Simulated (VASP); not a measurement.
A run of VASP 6.6.1 is set up as follows.

Contents of INCAR:

```
SYSTEM = Zn
PREC = Accurate
ENCUT = 520
EDIFF = 1E-6
ISMEAR = 0
SIGMA = 0.15
LREAL = .False.
LASPH = .True.
NELM = 60
ALGO = Fast
ISIF = 2
LWAVE = .False.
LCHARG = .False.
GGA = PE
NBANDS = 19
```

Contents of KPOINTS:

```
regular mesh
0
Gamma
  24 24 12
  0 0 0
```

File POSCAR:

```
Zn
1.0
    2.8705666839      0.0000000000      0.0000000000
   -1.4352833419      2.4859836715      0.0000000000
    0.0000000000      0.0000000000      4.2629368325
Zn
2
Direct
    0.3333333333      0.6666666667      0.2500000000
    0.6666666667      0.3333333333      0.7500000000
```

Potentials or basis: VASP PAW PBE potentials, release 64 (Zn).

The run is started by

```sh
$ cat potpaw_PBE.64/Zn/POTCAR > POTCAR
$ mpirun -np 1 vasp_std > vasp.out
```

**Question.** Estimate the band gap on the k mesh.

**Answer.** Zero (bands 12 and 13 overlap by 2.79 eV).

**Question.** Predict the pressure.

**Answer.** -0.7 GPa.

Stress tensor (GPa, compression positive):
```
-1.16  0.00  0.00
 0.00 -1.16  0.00
 0.00  0.00  0.27
```
